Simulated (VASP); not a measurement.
# NaH in VASP: a series of runs

NaH is run at these levels: PBE; tasks: single point.

Program: VASP 6.6.1. These are calculated values, not measurements. Logs are shortened: lines on timing, memory, paths and dates and some standing lists are left out, and cuts for length are marked.

**1. The cell of the first run**

Symmetry: R3m, No. 160, trigonal system. The conventional cell has a = 3.567 Å, b = 3.567 Å, c = 9.125 Å, α = 90.00°, β = 90.00°, γ = 120.00°. Within 2.9 Å of Na (site symmetry 3m) lie 4 H at 2.21 to 2.23 Å. Within 2.9 Å of H (site symmetry 3m) lie 4 Na at 2.21 to 2.23 Å.

**2. Single point, PBE (epitaxial 111 strain -2.9%)**

Input file INCAR:

```
SYSTEM = NaH
PREC = Accurate
ENCUT = 520
EDIFF = 1E-6
ISMEAR = -1
SIGMA = 0.02
LREAL = .FALSE.
LASPH = .TRUE.
NELM = 60
ALGO = Normal
ISIF = 2
LWAVE = .FALSE.
LCHARG = .FALSE.
GGA = PE
NBANDS = 11
```

Input file KPOINTS:

```
regular mesh
0
G
  8 8 8
  0 0 0
```

Input file POSCAR:

```
NaH
1.0
    0.0745316345      2.5969210614      2.5969210614
    2.5969210614      0.0745316345      2.5969210614
    2.5969210614      2.5969210614      0.0745316345
Na H
1 1
Direct
    0.0029101844      0.0029101844      0.0029101844
    0.2470898156      0.2470898156      0.2470898156
```

Potentials or basis: VASP PAW PBE potentials, release 64 (Na_pv, H).

Command:

```bash
$ cat potpaw_PBE.64/Na_pv/POTCAR potpaw_PBE.64/H/POTCAR > POTCAR
$ mpirun -np 1 vasp_std > vasp.out
```

OUTCAR:

```text
SYSTEM = NaH
   PREC = Accurate
   ENCUT = 520
   EDIFF = 1E-6
   ISMEAR = -1
   LREAL = .FALSE.
   LASPH = .TRUE.
   NELM = 60
   ISIF = 2
   GGA = PE

 ion  position               nearest neighbor table
   1  0.003  0.003  0.003-
   2  0.247  0.247  0.247-

  LATTYP: Found a trigonal (rhomboedric) cell.
 ALAT       =     3.6733571788
 COS(alpha) =     0.5284823472

  Lattice vectors:

 A1 = (   0.0745316345,   2.5969210614,   2.5969210614)
 A2 = (   2.5969210614,   0.0745316345,   2.5969210614)
 A3 = (   2.5969210614,   2.5969210614,   0.0745316345)

Analysis of symmetry for initial positions (statically):
=====================================================================
 Subroutine PRICEL returns:
 Original cell was already a primitive cell.

 Routine SETGRP: Setting up the symmetry group for a
 trigonal (rhombohedral) supercell.

 Subroutine GETGRP returns: Found  6 space group operations
 (whereof  6 operations were pure point group operations)
 out of a pool of 12 trial point group operations.

The static configuration has the point symmetry C_3v.

Analysis of symmetry for dynamics (positions and initial velocities):
=====================================================================
 Subroutine PRICEL returns:
 Original cell was already a primitive cell.

 Routine SETGRP: Setting up the symmetry group for a
 trigonal (rhombohedral) supercell.

 Subroutine GETGRP returns: Found  6 space group operations
 (whereof  6 operations were pure point group operations)
 out of a pool of 12 trial point group operations.

The dynamic configuration has the point symmetry C_3v.

 Subroutine INISYM returns: Found  6 space group operations
 (whereof  6 operations are pure point group operations),
 and found     1 'primitive' translations

----------------------------------------------------------------------------------------

                                     Primitive cell

  volume of cell :      33.5198

  direct lattice vectors                    reciprocal lattice vectors
     0.074531634  2.596921061  2.596921061    -0.201029028  0.195420461  0.195420461
     2.596921061  0.074531634  2.596921061     0.195420461 -0.201029028  0.195420461
     2.596921061  2.596921061  0.074531634     0.195420461  0.195420461 -0.201029028

  length of vectors
     3.673357179  3.673357179  3.673357179     0.341746958  0.341746958  0.341746958

  position of ions in fractional coordinates (direct lattice)
     0.002910184  0.002910184  0.002910184
     0.247089816  0.247089816  0.247089816
[... 84 lines left out ...]
   ISYM   =      2    0-nonsym 1-usesym 2-fastsym
   POTIM  = 0.5000    time-step for ionic-motion
   TEBEG  =    0.0;   TEEND  =   0.0 temperature during run
   PSTRESS=    0.0 pullay stress
   NELECT =       8.0000    total number of electrons
   NUPDOWN=      -1.0000    fix difference up-down
   EMIN   =  10.00;   EMAX   =-10.00  energy-range for DOS
   EFERMI =   0.00;   METHOD = LEGACY
   ISMEAR =    -1;   SIGMA  =   0.02  broadening in eV -4-tet -1-fermi 0-gaus
   EFERMI_NEDOS =   21; number of points for ismear=-14 and -15
   IALGO  =     38    algorithm
   IMIX   =      4    mixing-type and parameters
     AMIX     =   0.40;   BMIX     =  1.00
     AMIX_MAG =   1.60;   BMIX_MAG =  1.00
  volume/ion in A,a.u.               =      16.76       113.10
  Fermi-wavevector in a.u.,A,eV,Ry     =   1.015480  1.918978 14.030312  1.031199
  Thomas-Fermi vector in A             =   2.148768
   LORBIT       =      0    0 simple, 1 ext, 2 COOP (PROOUT), +10 PAW based schemes
   GGA     = PE    functional components
   LHFCALC =     F    Hartree Fock is set to
   AEXX    =    0.0000 exact exchange contribution
   IVDW    =     0    specifies the selected vdW correction
   LEPSILON=     F    determine dielectric tensor
   LRPA    =     F    only Hartree local field effects (RPA)
 non-spin polarized calculation
  energy-cutoff  :      520.00
  volume of cell :       33.52
 maximum number of plane-waves:       924
   NGX = 13   NGY = 13   NGZ = 13

 number of electron       7.9999995 magnetization

 Free energy of the ion-electron system (eV)
  ---------------------------------------------------
  ext. energy  EPLUGINS =         0.00000000
  ---------------------------------------------------
  free energy    TOTEN  =        -4.97953625 eV

  energy without entropy =       -4.97953625  energy(sigma->0) =       -4.97953625

 E-fermi :  -1.3588     XC(G=0):  -7.0139

 val. band max:       -1.7597024238   @ k =  -0.2500   0.5000   0.2500
 cond. band min:       1.6738200388   @ k =   0.5000   0.5000   0.5000
 fundamental gap:      3.4335224626
 Fermi energy:        -1.3588374294

 k-point     1 :       0.0000    0.0000    0.0000
  band No.  band energies     occupation
      1     -23.6920      2.00000
      2     -23.6920      2.00000
      3     -23.6870      2.00000
      4      -4.7197      2.00000
      5       6.6738      0.00000
      6      11.2601      0.00000
      7      12.1330      0.00000
      8      12.1330      0.00000
      9      14.0408      0.00000
     10      15.0164      0.00000
     11      15.0164      0.00000
[... 309 lines left out ...]
 k-point    24 :       0.3750    0.1250    0.1250
  band No.  band energies     occupation
      1     -23.7256      2.00000
      2     -23.6988      2.00000
      3     -23.6970      2.00000
      4      -3.4189      2.00000
      5       3.8238      0.00000
      6       7.8823      0.00000
      7      11.2465      0.00000
      8      11.8817      0.00000
      9      13.6493      0.00000
     10      13.8550      0.00000
     11      17.0353      0.00000

 [... further k-points ...]

------------------------ aborting loop because EDIFF is reached ----------------------------------------

  FORCE on cell =-STRESS in cart. coord.  units (eV):
  Direction    XX          YY          ZZ          XY          YZ          ZX
  --------------------------------------------------------------------------------------
  -------------------------------------------------------------------------------------
  Total        0.2265634      0.2265634      0.2265634     -0.0881092     -0.0881092     -0.0881092
  in kB       10.8292775     10.8292775     10.8292775     -4.2114432     -4.2114432     -4.2114432
  external PRESSURE =      10.8292775 kB  Pullay stress =       0.0000000 kB

 VOLUME and BASIS-vectors are now :
 -----------------------------------------------------------------------------
  energy-cutoff  :      520.00
  volume of cell :       33.52
      direct lattice vectors                 reciprocal lattice vectors
     0.074531634  2.596921061  2.596921061    -0.201029028  0.195420461  0.195420461
     2.596921061  0.074531634  2.596921061     0.195420461 -0.201029028  0.195420461
     2.596921061  2.596921061  0.074531634     0.195420461  0.195420461 -0.201029028

 POSITION                                       TOTAL-FORCE (eV/Angst)
 -----------------------------------------------------------------------------------
      0.01533      0.01533      0.01533        -0.000691     -0.000691     -0.000691
      1.30176      1.30176      1.30176         0.000691      0.000691      0.000691
 -----------------------------------------------------------------------------------
    total drift:                                0.000026      0.000026      0.000026

  FREE ENERGIE OF THE ION-ELECTRON SYSTEM (eV)
  ---------------------------------------------------
  free  energy   TOTEN  =        -4.9795362500 eV

  energy  without entropy=       -4.9795362499  energy(sigma->0) =       -4.97953625
```

Run time: 18 s. Hardware: 1 thread of Oxide Virtual Turin-like, shared host; peak memory 0.13 GiB.

What came out:

| Item | Value |
| --- | --- |
| Free energy | -4.9795 eV |
| Pressure | 1.1 GPa |
| Band gap on the k mesh | 3.43 eV (least direct gap 4.31 eV) |

Caveat: the cell differs from its parent crystal (epitaxial 111 strain -2.9%); the structure was generated, so it needn't be the stable form of NaH.

**3. Single point, PBE (shear xy strain +1.2%)**

Input file INCAR:

```
ALGO     = Normal         # electronic algorithm
EDIFF    = 1E-6           # SCF threshold, eV
ENCUT    = 520            # plane-wave cutoff, eV
GGA      = PE             # functional
ISIF     = 2              # what is computed and relaxed
ISMEAR   = -1             # smearing method
LASPH    = True           # aspherical terms in the spheres
LCHARG   = False          # write CHGCAR
LREAL    = False          # projectors in reciprocal space
LWAVE    = False          # write WAVECAR
NBANDS   = 11             # bands
NELM     = 100            # most SCF steps
PREC     = Accurate       # precision mode
SIGMA    = 0.02           # smearing width, eV
```

Input file KPOINTS:

```
k-points
0
Gamma
  8 8 8
```

Input file POSCAR:

```
NaH
1.0
    0.0158412185      2.5969210614      2.5969210614
    2.5969210614      0.0158412185      2.5969210614
    2.6127622799      2.6127622799      0.0000000000
Na H
1 1
Direct
    0.0011834527      0.0011834527     -0.0011834527
    0.2488165473      0.2488165473      0.2511834527
```

Potentials or basis: VASP PAW PBE potentials, release 64 (Na_pv, H).

Command:

```bash
$ cat potpaw_PBE.64/Na_pv/POTCAR potpaw_PBE.64/H/POTCAR > POTCAR
$ mpirun -np 1 vasp_std > vasp.out
```

It took 48 s on 1 thread of Oxide Virtual Turin-like, shared host; peak memory 0.14 GiB.

The run converged. Its results:

```yaml
Free_energy: -4.9897 eV
Pressure: 0.2 GPa
Band_gap_on_the_k_mesh: 3.58 eV (least direct gap 4.31 eV)
```

Stress tensor (GPa, compression positive):
```
 0.23 -0.16  0.00
-0.16  0.23  0.00
 0.00  0.00  0.22
```

Levels at points of the mesh, in eV from the valence-band top:
```
           k point  band 1  band 2  band 3  band 4  band 5  band 6  band 7  band 8
(0.00, 0.00, 0.00)  -21.99  -21.99  -21.99   -2.84    8.22   13.22   13.33   13.45
(0.50, 0.00, 0.00)  -22.04  -22.00  -22.00   -0.69    3.64   10.65   12.51   12.59
(0.50, 0.50, 0.00)  -22.04  -22.01  -22.01   -0.08    5.04    7.45    9.62    9.88
(0.00, 0.00, 0.50)  -22.04  -22.00  -22.00   -0.73    3.58   10.69   12.60   12.69
(0.50, 0.00, 0.50)  -22.04  -22.01  -22.01   -0.08    5.04    7.45    9.75    9.75
```

Caveat: the cell differs from its parent crystal (shear xy strain +1.2%); the structure was generated, so it needn't be the stable form of NaH.
